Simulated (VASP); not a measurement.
# AlCo: single point with PBE

AlCo:

```
Co Al
1.0
     2.81940    0.00000    0.00000
     0.00000    2.81940    0.00000
     0.00000    0.00000    2.81940
Co Al
1 1
Direct
  0.50000 0.50000 0.50000
  0.00000 0.00000 0.00000
```

```json
{"Program": "VASP 6.6.1", "Task": "single point", "Functional": "PBE", "Potentials or basis": "VASP PAW PBE potentials, release 64 (Co, Al)", "Cutoff": "520 eV", "k mesh": "8 × 8 × 8", "Occupations": "fermi-dirac, width 0.05 eV", "Spin": "collinear spin, ferromagnetic start", "Starting moments": "[2.0, 0.0] μB", "Fixed moment": "2 μB"}
```

- Pressure: 25.2 GPa
- Net moment: 2.00 μB per cell
- Site moments: Co +1.76; Al +0.04 μB
- Valence electrons inside the program's atomic spheres: Co 8.44; Al 0.87

It took 24 s on 1 thread of Intel(R) Xeon(R) Platinum 8488C (Sapphire Rapids), with other jobs on the host, peak memory 0.16 GiB.

Caveat: the total moment is fixed, so each spin has its own Fermi level.
